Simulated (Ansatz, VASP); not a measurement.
**TiO2: VASP beside Ansatz**

```
Ti O
1.0
    -1.83223    1.83223    5.02557
     1.83223   -1.83223    5.02557
     1.83223    1.83223   -5.02557
Ti O
2 4
Direct
  0.75000 0.25000 0.50000
  0.00000 0.00000 0.00000
  0.54847 0.04847 0.50000
  0.79847 0.79847 0.00000
  0.20153 0.20153 0.00000
  0.95153 0.45153 0.50000
```

Change from the starting cell: epitaxial_xy strain -3.0%.

Alike in both runs: task single point; functional r2SCAN; k mesh 10 × 10 × 10; no spin polarisation.

```csv
,VASP,Ansatz
version,VASP 6.6.1,Ansatz 0.2.0
potentials or method,"VASP PAW PBE potentials, release 64 (Ti_sv, O)","plane waves, PAW"
plane-wave cutoff (eV),520,500
occupations,"gaussian, width 0.01 eV",fixed
valence electrons in the cell,48,48
```

```csv
,VASP,Ansatz,Ansatz less VASP
gap on the k mesh at the Fermi level (eV),2.90,2.88,-0.020
pressure (GPa),7.1,5.8,-1.32
"traceless stress, the component that is largest in VASP (GPa)",-6.22,-5.79,+0.428
rms of the force components (eV/Å),0.003,0.000,-0.0033
```

VASP's potentials were made for PBE, not for r2SCAN. Atom by atom the forces differ by 0.003 eV/Å (rms over components).
